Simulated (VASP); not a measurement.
# P3S2 (R32) in VASP: single point with PBE

Aim: the single point of P3S2 with PBE.

Everything below comes from runs of VASP 6.6.1. Logs are shortened: lines on timing, memory, paths and dates and some standing lists are left out, and cuts for length are marked.

## 1. The cell of the first run

Symmetry: R32, No. 155, trigonal system. Conventional cell: a = 6.299 Å, b = 6.299 Å, c = 7.812 Å, α = 90.00°, β = 90.00°, γ = 120.00°. P (site symmetry 2) has 4 P at 2.34 to 2.91 Å and 2 S at 2.58 Å within 3.1 Å. Within 2.7 Å of S (site symmetry 3) lie 1 S at 2.01 Å and 3 P at 2.58 Å.

## 2. Single point, PBE

File INCAR:

```
ALGO = Normal ; EDIFF = 1E-6
ENCUT = 520 ; GGA = PE
ISIF = 2 ; ISMEAR = 0
LASPH = T ; LCHARG = F
LREAL = F ; LWAVE = F
NBANDS = 22 ; NELM = 100
PREC = Accurate ; SIGMA = 0.1
```

File KPOINTS:

```
k-points
0
Gamma
  12 12 12
```

File POSCAR:

```
P3S2
1.0
    3.1494827275      1.8183547006      2.6041576224
   -3.1494827275      1.8183547006      2.6041576224
    0.0000000000     -3.6367094011      2.6041576224
P S
3 2
Direct
    0.2143505093      0.7856494907      0.0000000000
    0.0000000000      0.2143505093      0.7856494907
    0.7856494907      0.0000000000      0.2143505093
    0.3712715311      0.3712715311      0.3712715311
    0.6287284689      0.6287284689      0.6287284689
```

Potentials or basis: VASP PAW PBE potentials, release 64 (P, S).

Launch:

```sh
$ cat potpaw_PBE.64/P/POTCAR potpaw_PBE.64/S/POTCAR > POTCAR
$ mpirun -np 1 vasp_std > vasp.out
```

OUTCAR:

```text
EDIFF = 1E-6
   ENCUT = 520
   GGA = PE
   ISIF = 2
   ISMEAR = 0
   LASPH = T
   LREAL = F
   NELM = 100
   PREC = Accurate

 ion  position               nearest neighbor table
   1  0.214  0.786  0.000-   2 2.34   3 2.34   4 2.58   5 2.58   3 2.91   2 2.91
   2  0.000  0.214  0.786-   1 2.34   3 2.34   5 2.58   4 2.58   3 2.91   1 2.91
   3  0.786  0.000  0.214-   1 2.34   2 2.34   4 2.58   5 2.58   2 2.91   1 2.91
   4  0.371  0.371  0.371-   5 2.01   3 2.58   1 2.58   2 2.58
   5  0.629  0.629  0.629-   4 2.01   2 2.58   1 2.58   3 2.58

  LATTYP: Found a trigonal (rhomboedric) cell.
 ALAT       =     4.4729511724
 COS(alpha) =     0.0084373881

  Lattice vectors:

 A1 = (   3.1494827275,   1.8183547006,   2.6041576224)
 A2 = (  -3.1494827275,   1.8183547006,   2.6041576224)
 A3 = (   0.0000000000,  -3.6367094011,   2.6041576224)

Analysis of symmetry for initial positions (statically):
=====================================================================
 Subroutine PRICEL returns:
 Original cell was already a primitive cell.

 Routine SETGRP: Setting up the symmetry group for a
 trigonal (rhombohedral) supercell.

 Subroutine GETGRP returns: Found  6 space group operations
 (whereof  6 operations were pure point group operations)
 out of a pool of 12 trial point group operations.

The static configuration has the point symmetry D_3 .

Analysis of symmetry for dynamics (positions and initial velocities):
=====================================================================
 Subroutine PRICEL returns:
 Original cell was already a primitive cell.

 Routine SETGRP: Setting up the symmetry group for a
 trigonal (rhombohedral) supercell.

 Subroutine GETGRP returns: Found  6 space group operations
 (whereof  6 operations were pure point group operations)
 out of a pool of 12 trial point group operations.

The dynamic configuration has the point symmetry D_3 .

 Subroutine INISYM returns: Found  6 space group operations
 (whereof  6 operations are pure point group operations),
 and found     1 'primitive' translations

----------------------------------------------------------------------------------------

                                     Primitive cell

  volume of cell :      89.4821

  direct lattice vectors                    reciprocal lattice vectors
     3.149482728  1.818354701  2.604157622     0.158756229  0.091657951  0.128000445
    -3.149482728  1.818354701  2.604157622    -0.158756229  0.091657951  0.128000445
     0.000000000 -3.636709401  2.604157622     0.000000000 -0.183315903  0.128000445

  length of vectors
     4.472951172  4.472951172  4.472951172     0.223581828  0.223581828  0.223581828

  position of ions in fractional coordinates (direct lattice)
     0.214350509  0.785649491  1.000000000
     1.000000000  0.214350509  0.785649491
     0.785649491  1.000000000  0.214350509
     0.371271531  0.371271531  0.371271531
     0.628728469  0.628728469  0.628728469

  ion indices of the primitive-cell ions
   primitive index   ion index
                 1           1
                 2           2
                 3           3
                 4           4
                 5           5

----------------------------------------------------------------------------------------

 KPOINTS: k-points

Automatic generation of k-mesh.
 Grid dimensions read from file:
 generate k-points for:   12   12   12

 Generating k-lattice:

  Cartesian coordinates                     Fractional coordinates (reciprocal lattice)
     0.013229686  0.007638163  0.010666704     0.083333333  0.000000000 -0.000000000
    -0.013229686  0.007638163  0.010666704     0.000000000  0.083333333 -0.000000000
     0.000000000 -0.015276325  0.010666704    -0.000000000 -0.000000000  0.083333333

  Length of vectors
     0.018631819  0.018631819  0.018631819

  Shift w.r.t. Gamma in fractional coordinates (k-lattice)
     0.000000000  0.000000000  0.000000000

 Subroutine IBZKPT returns following result:
 ===========================================

 Found    189 irreducible k-points:

 Following reciprocal coordinates:
            Coordinates               Weight
  0.000000  0.000000  0.000000      1.000000
  0.083333 -0.000000  0.000000      6.000000
  0.166667 -0.000000  0.000000      6.000000
  0.250000  0.000000  0.000000      6.000000
  0.333333  0.000000  0.000000      6.000000
  0.416667  0.000000  0.000000      6.000000
[... 16 lines left out ...]
  0.500000  0.166667  0.000000     12.000000
 -0.416667  0.166667 -0.000000     12.000000
 [... further k-points ...]
   k-points           NKPTS =    189   k-points in BZ     NKDIM =    189   number of bands    NBANDS=     22
   number of dos      NEDOS =    301   number of ions     NIONS =      5
   total plane-waves  NPLWV =  46656
   dimension x,y,z NGX =    36 NGY =   36 NGZ =   36
   dimension x,y,z NGXF=    72 NGYF=   72 NGZF=   72
   ions per type =               3   2
   NGX,Y,Z   is equivalent  to a cutoff of  13.38, 13.38, 13.38 a.u.
   NGXF,Y,Z  is equivalent  to a cutoff of  26.76, 26.76, 26.76 a.u.
 SYSTEM =  unknown system
   PREC   = accura    normal or accurate (medium, high low for compatibility)
   ISTART =      0    job   : 0-new  1-cont  2-samecut
   ICHARG =      2    charge: 1-file 2-atom 10-const
   ISPIN  =      1    spin polarized calculation?
   LNONCOLLINEAR =      F non collinear calculations
   LSORBIT =      F    spin-orbit coupling
   LASPH  =      T    aspherical Exc in radial PAW
   ENCUT  =  520.0 eV  38.22 Ry    6.18 a.u.   8.32  8.32  8.32*2*pi/ulx,y,z
   NELM   =    100;   NELMIN=  2; NELMDL= -5     # of ELM steps
   EDIFF  = 0.1E-05   stopping-criterion for ELM
   LREAL  =      F    real-space projection
   EDIFFG = 0.1E-04   stopping-criterion for IOM
   NSW    =      0    number of steps for IOM
   IBRION =     -1    ionic relax: 0-MD 1-quasi-New 2-CG
   NFREE  =      0    steps in history (QN), initial steepest desc. (CG)
   ISIF   =      2    stress and relaxation
   ISYM   =      2    0-nonsym 1-usesym 2-fastsym
   POTIM  = 0.5000    time-step for ionic-motion
   TEBEG  =    0.0;   TEEND  =   0.0 temperature during run
   PSTRESS=    0.0 pullay stress
   NELECT =      27.0000    total number of electrons
   NUPDOWN=      -1.0000    fix difference up-down
   EMIN   =  10.00;   EMAX   =-10.00  energy-range for DOS
   EFERMI =   0.00;   METHOD = LEGACY
   ISMEAR =     0;   SIGMA  =   0.10  broadening in eV -4-tet -1-fermi 0-gaus
   EFERMI_NEDOS =   21; number of points for ismear=-14 and -15
   IALGO  =     38    algorithm
   IMIX   =      4    mixing-type and parameters
     AMIX     =   0.40;   BMIX     =  1.00
     AMIX_MAG =   1.60;   BMIX_MAG =  1.00
  volume/ion in A,a.u.               =      17.90       120.77
  Fermi-wavevector in a.u.,A,eV,Ry     =   1.098038  2.074991 16.404368  1.205687
  Thomas-Fermi vector in A             =   2.234408
   LORBIT       =      0    0 simple, 1 ext, 2 COOP (PROOUT), +10 PAW based schemes
   GGA     = PE    functional components
   LHFCALC =     F    Hartree Fock is set to
   AEXX    =    0.0000 exact exchange contribution
   IVDW    =     0    specifies the selected vdW correction
   LEPSILON=     F    determine dielectric tensor
   LRPA    =     F    only Hartree local field effects (RPA)
 non-spin polarized calculation
 Gauss-broadening in eV      SIGMA  =   0.10
  energy-cutoff  :      520.00
  volume of cell :       89.48
 maximum number of plane-waves:      2433
 NGX is ok and might be reduce to    36
   NGX = 17   NGY = 17   NGZ = 17

 number of electron      27.0000000 magnetization

 Free energy of the ion-electron system (eV)
  ---------------------------------------------------
  ext. energy  EPLUGINS =         0.00000000
  ---------------------------------------------------
  free energy    TOTEN  =       -21.78727693 eV

  energy without entropy =      -21.77819157  energy(sigma->0) =      -21.78273425

 E-fermi :   6.7180     XC(G=0): -10.2635

 val. band max:        6.7133125422   @ k =   0.4167   0.1667   0.1667
 cond. band min:       6.7194194221   @ k =   0.5000   0.3333   0.1667
 fundamental gap:      0.0061068800
 Fermi energy:         6.7179850031

 k-point     1 :       0.0000    0.0000    0.0000
  band No.  band energies     occupation
      1     -10.1043      2.00000
      2      -6.1528      2.00000
      3      -4.9077      2.00000
      4      -2.2604      2.00000
      5      -2.2604      2.00000
      6       1.0549      2.00000
[... 14 lines left out ...]
     21      12.2643      0.00000
     22      12.2643      0.00000

 k-point     2 :       0.0833   -0.0000    0.0000
  band No.  band energies     occupation
      1     -10.0796      2.00000
      2      -6.2194      2.00000
      3      -4.8799      2.00000
      4      -2.4550      2.00000
      5      -2.0404      2.00000
      6       0.9692      2.00000
[... 14 lines left out ...]
     21      11.8891      0.00000
     22      12.6395      0.00000

 k-point     3 :       0.1667   -0.0000    0.0000
  band No.  band energies     occupation
      1     -10.0088      2.00000
      2      -6.4004      2.00000
      3      -4.8048      2.00000
      4      -2.5951      2.00000
      5      -1.8263      2.00000
      6       0.7464      2.00000
[... 14 lines left out ...]
     21      11.6686      0.00000
     22      12.9071      0.00000

 k-point     4 :       0.2500    0.0000    0.0000
  band No.  band energies     occupation
      1      -9.9030      2.00000
      2      -6.6485      2.00000
      3      -4.7014      2.00000
      4      -2.6714      2.00000
      5      -1.6403      2.00000
      6       0.4721      2.00000
[... 14 lines left out ...]
     21      11.5980      0.00000
     22      13.1708      0.00000

 k-point     5 :       0.3333    0.0000    0.0000
  band No.  band energies     occupation
      1      -9.7834      2.00000
      2      -6.9027      2.00000
      3      -4.5931      2.00000
      4      -2.6982      2.00000
      5      -1.5005      2.00000
      6       0.2411      2.00000
[... 14 lines left out ...]
     21      12.0086      0.00000
     22      13.4205      0.00000

 k-point     6 :       0.4167    0.0000    0.0000
  band No.  band energies     occupation
      1      -9.6839      2.00000
      2      -7.0964      2.00000
      3      -4.5087      2.00000
      4      -2.7009      2.00000
      5      -1.4197      2.00000
      6       0.1113      2.00000
[... 14 lines left out ...]
     21      12.6458      0.00000
     22      13.2882      0.00000

 k-point     7 :       0.5000    0.0000    0.0000
  band No.  band energies     occupation
      1      -9.6443      2.00000
      2      -7.1697      2.00000
      3      -4.4763      2.00000
      4      -2.6996      2.00000
      5      -1.3951      2.00000
      6       0.0756      2.00000
[... 324 lines left out ...]
      6       0.2445      2.00000
[... 14 lines left out ...]
     21      12.0116      0.00000
     22      13.1538      0.00000

 k-point    21 :       0.3333    0.1667    0.0000
  band No.  band energies     occupation
      1      -9.7055      2.00000
      2      -6.9233      2.00000
      3      -4.5023      2.00000
      4      -3.2628      2.00000
      5      -1.2591      2.00000
      6       0.1606      2.00000
[... 14 lines left out ...]
     21      12.2897      0.00000
     22      13.2690      0.00000

 k-point    22 :       0.4167    0.1667    0.0000
  band No.  band energies     occupation
      1      -9.6182      2.00000
      2      -7.0272      2.00000
      3      -4.6126      2.00000
      4      -3.1561      2.00000
      5      -1.2756      2.00000
      6       0.1545      2.00000
[... 14 lines left out ...]
     21      12.6838      0.00000
     22      13.3005      0.00000

 k-point    23 :       0.5000    0.1667    0.0000
  band No.  band energies     occupation
      1      -9.5875      2.00000
      2      -7.0334      2.00000
      3      -4.7818      2.00000
      4      -2.9449      2.00000
      5      -1.3736      2.00000
      6       0.1679      2.00000
[... 14 lines left out ...]
     21      12.7018      0.00000
     22      13.3574      0.00000

 k-point    24 :      -0.4167    0.1667   -0.0000
  band No.  band energies     occupation
      1      -9.6273      2.00000
      2      -6.9211      2.00000
      3      -4.9694      2.00000
      4      -2.6803      2.00000
      5      -1.5289      2.00000
      6       0.1512      2.00000
[... 14 lines left out ...]
     21      12.6808      0.00000
     22      13.3943      0.00000

 [... further k-points ...]

------------------------ aborting loop because EDIFF is reached ----------------------------------------

  FORCE on cell =-STRESS in cart. coord.  units (eV):
  Direction    XX          YY          ZZ          XY          YZ          ZX
  --------------------------------------------------------------------------------------
  -------------------------------------------------------------------------------------
  Total       -0.0910198     -0.0910198     -0.2988112     -0.0000000     -0.0000000      0.0000000
  in kB       -1.6297092     -1.6297092     -5.3502135     -0.0000000     -0.0000000      0.0000000
  external PRESSURE =      -2.8698773 kB  Pullay stress =       0.0000000 kB

 VOLUME and BASIS-vectors are now :
 -----------------------------------------------------------------------------
  energy-cutoff  :      520.00
  volume of cell :       89.48
      direct lattice vectors                 reciprocal lattice vectors
     3.149482728  1.818354701  2.604157622     0.158756229  0.091657951  0.128000445
    -3.149482728  1.818354701  2.604157622    -0.158756229  0.091657951  0.128000445
     0.000000000 -3.636709401  2.604157622     0.000000000 -0.183315903  0.128000445

 POSITION                                       TOTAL-FORCE (eV/Angst)
 -----------------------------------------------------------------------------------
     -1.79930      1.81835      2.60416        -0.034867     -0.000000     -0.000000
     -0.67509     -2.46741      2.60416         0.017434     -0.030196     -0.000000
      2.47439      0.64906      2.60416         0.017434      0.030196     -0.000000
      0.00000      0.00000      2.90055         0.000000      0.000000      0.154037
      0.00000      0.00000      4.91192         0.000000     -0.000000     -0.154037
 -----------------------------------------------------------------------------------
    total drift:                                0.000000      0.000000     -0.000000

  FREE ENERGIE OF THE ION-ELECTRON SYSTEM (eV)
  ---------------------------------------------------
  free  energy   TOTEN  =       -21.7872769312 eV

  energy  without entropy=      -21.7781915723  energy(sigma->0) =      -21.78273425
```

Wall time 4.4 min (1 thread of Intel Xeon Platinum 8375C at 2.90GHz (Ice Lake), shared host); peak memory 0.39 GiB.

What came out:

```yaml
Free_energy: -21.7873 eV
Pressure: -0.3 GPa
Largest_force: 0.154 eV/Å
```

Forces on the atoms (eV/Å):
```
P   -0.035  0.000  0.000
P    0.017 -0.030  0.000
P    0.017  0.030  0.000
S    0.000  0.000  0.154
S    0.000  0.000 -0.154
```
